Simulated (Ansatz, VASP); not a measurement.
# One calculation of Ge3N4, two programs

The input INCAR:

```
SYSTEM = Ge3N4
PREC = Accurate
ENCUT = 520
EDIFF = 1E-7
ISMEAR = -1
SIGMA = 0.02
LREAL = .False.
LASPH = .True.
NELM = 120
ALGO = Normal
ISIF = 2
LWAVE = .False.
LCHARG = .False.
GGA = PE
IBRION = 2
NSW = 80
EDIFFG = -0.02
GGA_COMPAT = .False.
NELMIN = 4
KPAR = 4
```

The input KPOINTS:

```
regular mesh
0
Gamma
  6 6 6
  0 0 0
```

File POSCAR:

```
Ge3N4
1.0
    0.0000000000      4.2360324514      4.2360324514
    4.2360324514      0.0000000000      4.2360324514
    4.2360324514      4.2360324514      0.0000000000
Ge N
6 8
Direct
    0.1250000000      0.1250000000      0.1250000000
    0.6250000000      0.1250000000      0.1250000000
    0.1250000000      0.1250000000      0.6250000000
    0.1250000000      0.6250000000      0.1250000000
    0.5000000000      0.5000000000      0.5000000000
    0.7500000000      0.7500000000      0.7500000000
    0.8832000000      0.8832000000      0.8832000000
    0.8996000000      0.3668000000      0.3668000000
    0.8832000000      0.8832000000      0.3504000000
    0.3668000000      0.8996000000      0.3668000000
    0.3504000000      0.8832000000      0.8832000000
    0.3668000000      0.3668000000      0.3668000000
    0.8832000000      0.3504000000      0.8832000000
    0.3668000000      0.3668000000      0.8996000000
```

Input for Ansatz:

```yaml
crystal:
  lattice:
    - [0.0, 4.2360324514, 4.2360324514]
    - [4.2360324514, 0.0, 4.2360324514]
    - [4.2360324514, 4.2360324514, 0.0]
  atoms:
    - { symbol: Ge, position: [0.125, 0.125, 0.125] }
    - { symbol: Ge, position: [0.625, 0.125, 0.125] }
    - { symbol: Ge, position: [0.125, 0.125, 0.625] }
    - { symbol: Ge, position: [0.125, 0.625, 0.125] }
    - { symbol: Ge, position: [0.5, 0.5, 0.5] }
    - { symbol: Ge, position: [0.75, 0.75, 0.75] }
    - { symbol: "N", position: [0.8832, 0.8832, 0.8832] }
    - { symbol: "N", position: [0.8996, 0.3668, 0.3668] }
    - { symbol: "N", position: [0.8832, 0.8832, 0.3504] }
    - { symbol: "N", position: [0.3668, 0.8996, 0.3668] }
    - { symbol: "N", position: [0.3504, 0.8832, 0.8832] }
    - { symbol: "N", position: [0.3668, 0.3668, 0.3668] }
    - { symbol: "N", position: [0.8832, 0.3504, 0.8832] }
    - { symbol: "N", position: [0.3668, 0.3668, 0.8996] }
kpoints:
  mp_grid: { grid: [6, 6, 6] }
scf:
  occupations: { method: fermi_dirac, width: 0.02 }
hamiltonian:
  xc: pbe
  pseudopotentials: { kind: paw, frozen_core: stored }
output:
  forces: true
  stress: true
  populations: true
  efg: { quadrupole_moments_barn: { Ge: -0.196, "N": 0.02044 } }
relax:
  f_tol: 0.02
  max_steps: 60
```

Change from the starting cell: volume scaled by 1.06, ions relaxed.

Alike in both runs: task relaxation of the atoms; functional PBE; k mesh 6 × 6 × 6; occupations fermi-dirac, width 0.02 eV; no spin polarisation.

|  | VASP | Ansatz |
| --- | --- | --- |
| version | VASP 6.6.1 | Ansatz 0.2.0 |
| potentials or method | VASP PAW PBE potentials, release 64 (Ge_d, N) | plane-wave PAW, scalar-relativistic |
| plane-wave cutoff (eV) | 520 | 420 |
| valence electrons in the cell | 124 | 124 |

```csv
,VASP,Ansatz,Ansatz less VASP
"gap on the k mesh at the Fermi level, each at its own relaxed structure (eV)",1.18,1.17,-0.009
```

Ansatz's warnings: stress scf threshold loose.
